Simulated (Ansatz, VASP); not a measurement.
Given: the input of a run of Ansatz 0.2.0 on CdSe.

File input.yaml:

```yaml
crystal:
  lattice:
    - [0.0, 3.0702711986, 3.0702711986]
    - [3.0702711986, 0.0, 3.0702711986]
    - [3.0702711986, 3.0702711986, 0.0]
  atoms:
    - { symbol: Cd, position: [0.0, 0.0, 0.0] }
    - { symbol: Se, position: [0.25, 0.25, 0.25] }
kpoints:
  mp_grid: { grid: [4, 4, 4] }
scf:
  occupations: { method: fermi_dirac, width: 0.06 }
hamiltonian:
  xc: pbe
  pseudopotentials: { kind: all_electron, lapw: { basis_error: 0.004 } }
output:
  forces: true
  stress: true
  eigenvalues: true
```

Potentials or basis: all-electron LAPW, scalar-relativistic.

Command:

```console
$ ansatz run input.yaml --threads 1 --pin off --max-ram 3072MiB --backend cpu --events-out ev --progress --plain --runs-dir out
```

**Question.** Set up the same calculation for VASP 6.6.1. Potentials there: VASP PAW PBE potentials, release 64 (Cd, Se).

**Answer.** As run (the cutoff follows the program's own potentials):

INCAR

```
SYSTEM = CdSe
PREC = Accurate
ENCUT = 520
EDIFF = 1E-6
ISMEAR = -1
SIGMA = 0.06
LREAL = .False.
LASPH = .True.
NELM = 100
ALGO = Normal
ISIF = 2
LWAVE = .False.
LCHARG = .False.
GGA = PE
NBANDS = 16
```

File KPOINTS:

```
regular mesh
0
Gamma
  4 4 4
  0 0 0
```

File POSCAR:

```
CdSe
1.0
    0.0000000000      3.0702711986      3.0702711986
    3.0702711986      0.0000000000      3.0702711986
    3.0702711986      3.0702711986      0.0000000000
Cd Se
1 1
Direct
    0.0000000000      0.0000000000      0.0000000000
    0.2500000000      0.2500000000      0.2500000000
```

Potentials or basis: VASP PAW PBE potentials, release 64 (Cd, Se).

Run with:

```bash
$ cat potpaw_PBE.64/Cd/POTCAR potpaw_PBE.64/Se/POTCAR > POTCAR
$ mpirun -np 1 vasp_std > vasp.out
```

Both were run:

|  | VASP | Ansatz | Ansatz less VASP |
| --- | --- | --- | --- |
| gap on the k mesh at the Fermi level (eV) | 0.53 | 0.54 | +0.001 |
| least direct gap on the mesh (eV) | 0.53 | 0.54 | +0.001 |
| pressure (GPa) | 1.8 | 1.5 | -0.26 |

Ansatz ran all-electron here, and VASP with PAW potentials.

The k mesh is coarse, so the values compare programs but aren't converged.
